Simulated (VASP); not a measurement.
# BIr (P-6m2) in VASP: further runs, part 2 of 2

VASP 6.6.1. The steps go on from the part before.

## (3) Single point, LDA (strain +0.0750 x Voigt [0, 0, 1, 0, 0, 0])

INCAR reads:

```
SYSTEM = BIr
  PREC = Accurate
  ENCUT = 520
  EDIFF = 1E-7
  ISMEAR = 0
  SIGMA = 0.15
  LREAL = .FALSE.
  LASPH = .TRUE.
  NELM = 80
  ALGO = Normal
  ISIF = 2
  LWAVE = .FALSE.
  LCHARG = .FALSE.
  GGA = CA
  NBANDS = 13
```

KPOINTS reads:

```
Automatic mesh
0
G
  18 18 18
  0 0 0
```

POSCAR reads:

```
BIr
1.0
    3.0421080792      0.0000000000      0.0000000000
   -1.5210540396      2.6345428776      0.0000000000
    0.0000000000      0.0000000000      2.9056952332
B Ir
1 1
Direct
    0.3333333333      0.6666666667      0.5000000000
    0.0000000000      0.0000000000      0.0000000000
```

Potentials or basis: VASP PAW LDA potentials, release 64 (B, Ir).

Launch:

```sh
$ cat potpaw_LDA.64/B/POTCAR potpaw_LDA.64/Ir/POTCAR > POTCAR
$ mpirun -np 1 vasp_std > vasp.out
```

OUTCAR:

```text
SYSTEM = BIr
   PREC = Accurate
   ENCUT = 520
   EDIFF = 1E-7
   ISMEAR = 0
   LREAL = .FALSE.
   LASPH = .TRUE.
   NELM = 80
   ISIF = 2
   GGA = CA

 ion  position               nearest neighbor table
   1  0.333  0.667  0.500-   2 2.28   2 2.28   2 2.28   2 2.28   2 2.28   2 2.28
   2  0.000  0.000  0.000-   1 2.28   1 2.28   1 2.28   1 2.28   1 2.28   1 2.28

  LATTYP: Found a hexagonal cell.
 ALAT       =     3.0421080792
 C/A-ratio  =     0.9551584485

  Lattice vectors:

 A1 = (   3.0421080792,   0.0000000000,   0.0000000000)
 A2 = (  -1.5210540396,   2.6345428776,   0.0000000000)
 A3 = (   0.0000000000,   0.0000000000,   2.9056952332)

Analysis of symmetry for initial positions (statically):
=====================================================================
 Subroutine PRICEL returns:
 Original cell was already a primitive cell.

 Routine SETGRP: Setting up the symmetry group for a
 hexagonal supercell.

 Subroutine GETGRP returns: Found 12 space group operations
 (whereof 12 operations were pure point group operations)
 out of a pool of 24 trial point group operations.

The static configuration has the point symmetry D_3h.

Analysis of symmetry for dynamics (positions and initial velocities):
=====================================================================
 Subroutine PRICEL returns:
 Original cell was already a primitive cell.

 Routine SETGRP: Setting up the symmetry group for a
 hexagonal supercell.

 Subroutine GETGRP returns: Found 12 space group operations
 (whereof 12 operations were pure point group operations)
 out of a pool of 24 trial point group operations.

The dynamic configuration has the point symmetry D_3h.

 Subroutine INISYM returns: Found 12 space group operations
 (whereof 12 operations are pure point group operations),
 and found     1 'primitive' translations

----------------------------------------------------------------------------------------

                                     Primitive cell
[... 115 lines left out ...]
   LORBIT       =      0    0 simple, 1 ext, 2 COOP (PROOUT), +10 PAW based schemes
   GGA     = CA    functional components
   LHFCALC =     F    Hartree Fock is set to
   AEXX    =    0.0000 exact exchange contribution
   IVDW    =     0    specifies the selected vdW correction
   LEPSILON=     F    determine dielectric tensor
   LRPA    =     F    only Hartree local field effects (RPA)
 non-spin polarized calculation
 Gauss-broadening in eV      SIGMA  =   0.15
  energy-cutoff  :      520.00
  volume of cell :       23.29
 maximum number of plane-waves:       642
 NGX is ok and might be reduce to    24
   NGX = 11   NGY = 11   NGZ = 11

 number of electron      12.0000002 magnetization

 Free energy of the ion-electron system (eV)
  ---------------------------------------------------
  ext. energy  EPLUGINS =         0.00000000
  ---------------------------------------------------
  free energy    TOTEN  =       -17.85923737 eV

  energy without entropy =      -17.84786106  energy(sigma->0) =      -17.85354922

 E-fermi :   8.3320     XC(G=0): -12.9291

 val. band max:        8.3314472476   @ k =   0.2778   0.2778   0.2778
 cond. band min:       8.3330676602   @ k =   0.2778   0.2222   0.2778
 fundamental gap:      0.0016204125
 Fermi energy:         8.3320055521

 k-point     1 :       0.0000    0.0000    0.0000
  band No.  band energies     occupation
      1      -4.2881      2.00000
      2       2.4848      2.00000
      3       3.8702      2.00000
      4       3.8702      2.00000
      5       6.9446      2.00000
      6       6.9446      2.00000
      7       9.7694      0.00000
      8      13.5616      0.00000
      9      13.5616      0.00000
     10      16.8103      0.00000
     11      21.0422      0.00000
     12      22.2312      0.00000
     13      22.2312      0.00000
[... 354 lines left out ...]
  band No.  band energies     occupation
      1      -0.8867      2.00000
      2       1.4526      2.00000
      3       3.3957      2.00000
      4       4.1008      2.00000
      5       6.3237      2.00000
      6       6.9724      2.00000
      7       8.6914      0.00070
      8       9.6087      0.00000
      9      14.6425      0.00000
     10      18.8714      0.00000
     11      20.2205      0.00000
     12      23.7536      0.00000
     13      24.9451      0.00000

 [... further k-points ...]
[... 5 lines left out ...]
  --------------------------------------------------------------------------------------
  -------------------------------------------------------------------------------------
  Total       -3.0561695     -3.0561695     -7.0036342      0.0000000     -0.0000000      0.0000000
  in kB     -210.2606743   -210.2606743   -481.8413461      0.0000000     -0.0000000      0.0000000
  external PRESSURE =    -300.7875649 kB  Pullay stress =       0.0000000 kB

 VOLUME and BASIS-vectors are now :
 -----------------------------------------------------------------------------
  energy-cutoff  :      520.00
  volume of cell :       23.29
      direct lattice vectors                 reciprocal lattice vectors
     3.042108079  0.000000000  0.000000000     0.328719419  0.189786245  0.000000000
    -1.521054040  2.634542878  0.000000000     0.000000000  0.379572490  0.000000000
     0.000000000  0.000000000  2.905695233     0.000000000  0.000000000  0.344151716

 POSITION                                       TOTAL-FORCE (eV/Angst)
 -----------------------------------------------------------------------------------
     -0.00000      1.75636      1.45285        -0.000000      0.000000      0.000000
      0.00000      0.00000      0.00000         0.000000      0.000000      0.000000
 -----------------------------------------------------------------------------------
    total drift:                               -0.000000      0.000000      0.000000

  FREE ENERGIE OF THE ION-ELECTRON SYSTEM (eV)
  ---------------------------------------------------
  free  energy   TOTEN  =       -17.8592373713 eV

  energy  without entropy=      -17.8478610637  energy(sigma->0) =      -17.85354922
```

OSZICAR:

```text
N       E                     dE             d eps       ncg     rms          rms(c)
DAV:   1     0.604752854820E+02    0.60475E+02   -0.56277E+03  9684   0.869E+02
DAV:   2    -0.169584859397E+02   -0.77434E+02   -0.69331E+02 10030   0.211E+02
DAV:   3    -0.194099518266E+02   -0.24515E+01   -0.24157E+01 12185   0.421E+01
DAV:   4    -0.194334597019E+02   -0.23508E-01   -0.23499E-01 10780   0.383E+00
DAV:   5    -0.194339079595E+02   -0.44826E-03   -0.44825E-03 12328   0.583E-01    0.188E+01
DAV:   6    -0.180905260824E+02    0.13434E+01   -0.12044E+01 12142   0.298E+01    0.452E+00
DAV:   7    -0.178845375336E+02    0.20599E+00   -0.11515E+00 11965   0.104E+01    0.342E+00
DAV:   8    -0.178612020457E+02    0.23335E-01   -0.25827E-02 11085   0.122E+00    0.809E-01
DAV:   9    -0.178592896282E+02    0.19124E-02   -0.48154E-03 13638   0.573E-01    0.885E-02
DAV:  10    -0.178592363089E+02    0.53319E-04   -0.20042E-04 11695   0.124E-01    0.146E-02
DAV:  11    -0.178592374261E+02   -0.11172E-05   -0.14716E-05 11937   0.281E-02    0.600E-03
DAV:  12    -0.178592373834E+02    0.42721E-07   -0.13374E-06 12291   0.933E-03    0.173E-03
DAV:  13    -0.178592373713E+02    0.12068E-07   -0.30137E-08  6390   0.129E-03
   1 F= -.17859237E+02 E0= -.17853549E+02  d E =-.113763E-01
```

It used 220 s of CPU time on 1 thread of AMD EPYC 7R13 Processor (Zen 3), with other jobs on the host.

What came out:

| Item | Value |
| --- | --- |
| Free energy | -17.8592 eV |
| Pressure | -30.1 GPa |
| Band gap on the k mesh | zero (band 6 reaches 8.43 eV, above the bottom of band 7 at 7.50 eV) |

Levels at points of the mesh, in eV from the Fermi level:
| k point | band 3 | band 4 | band 5 | band 6 | band 7 | band 8 | band 9 | band 10 |
| --- | --- | --- | --- | --- | --- | --- | --- | --- |
| (0.00, 0.00, 0.00) | -4.46 | -4.46 | -1.39 | -1.39 | 1.44 | 5.23 | 5.23 | 8.48 |
| (0.50, 0.00, 0.00) | -4.99 | -4.33 | -1.82 | -1.17 | 0.65 | 1.16 | 6.11 | 10.16 |
| (0.00, 0.00, 0.50) | -3.80 | -3.80 | -3.27 | -3.27 | 0.15 | 4.58 | 4.58 | 9.55 |
| (0.50, 0.00, 0.50) | -5.18 | -3.57 | -1.14 | -0.52 | -0.04 | 4.71 | 5.12 | 7.31 |

Caveat: the cell differs from its parent crystal (strain +0.0750 x Voigt [0, 0, 1, 0, 0, 0]); spin-orbit coupling is left out, which moves the levels of the heavy elements.

## (4) Single point, LDA (strain +0.1000 x Voigt [0, 0, 1, 0, 0, 0])

INCAR reads:

```
  ALGO = Normal
  EDIFF = 1E-6
  ENCUT = 520
  GGA = CA
  ISIF = 2
  ISMEAR = 0
  LASPH = T
  LCHARG = F
  LREAL = F
  LWAVE = F
  NBANDS = 13
  NELM = 100
  PREC = Accurate
  SIGMA = 0.15
```

KPOINTS reads:

```
k-points
0
Gamma
  18 18 18
```

POSCAR, as its differences from that of step 3:

```diff
@@ -4,3 +4,3 @@
    -1.5210540396      2.6345428776      0.0000000000
-    0.0000000000      0.0000000000      2.9056952332
+    0.0000000000      0.0000000000      2.9732695410
 B Ir
```

Launch:

```sh
$ cat potpaw_LDA.64/B/POTCAR potpaw_LDA.64/Ir/POTCAR > POTCAR
$ mpirun -np 1 vasp_std > vasp.out
```

It used 140 s of CPU time on 1 thread of AMD EPYC 7R13 Processor (Zen 3), on a shared host.

Results (log left out):

- Free energy: -17.6913 eV
- Pressure: -34.8 GPa
- Band gap on the k mesh: zero (band 6 reaches 8.20 eV, above the bottom of band 7 at 7.36 eV)

Stress tensor (GPa, compression positive):
```
-27.12   0.00   0.00
  0.00 -27.12   0.00
  0.00   0.00 -50.18
```

Levels at points of the mesh, in eV from the Fermi level:
```csv
k point,band 3,band 4,band 5,band 6,band 7,band 8,band 9,band 10
"(0.00, 0.00, 0.00)",-4.26,-4.26,-1.39,-1.39,1.14,5.17,5.17,8.49
"(0.50, 0.00, 0.00)",-4.82,-4.39,-1.83,-1.01,0.77,1.26,5.89,9.75
"(0.00, 0.00, 0.50)",-3.53,-3.53,-3.20,-3.20,-0.18,4.62,4.62,9.51
"(0.50, 0.00, 0.50)",-4.90,-3.56,-1.16,-0.45,-0.12,4.48,4.89,7.11
```

Caveat: the cell differs from its parent crystal (strain +0.1000 x Voigt [0, 0, 1, 0, 0, 0]); spin-orbit coupling is left out, which moves the levels of the heavy elements.

## (5) Summary

```tsv
cell	gap on the mesh (eV)	pressure (GPa)
a = 3.042, b = 3.042, c = 2.771 Å, angles 90.0, 90.0, 120.0°, 2 atoms	none	-17.2
a = 3.042, b = 3.042, c = 2.906 Å, angles 90.0, 90.0, 120.0°, 2 atoms	none	-30.1
a = 3.042, b = 3.042, c = 2.973 Å, angles 90.0, 90.0, 120.0°, 2 atoms	none	-34.8
```

Alike in all rows: task single point; level LDA; potentials or basis VASP PAW LDA potentials, release 64 (B, Ir); no spin polarisation; k mesh 18 × 18 × 18; cutoff (eV) 520; smearing gaussian 0.15 eV.

Caveats: spin-orbit coupling is left out, which moves the levels of the heavy elements.

Absolute energies hang on the potentials; compare differences alone.
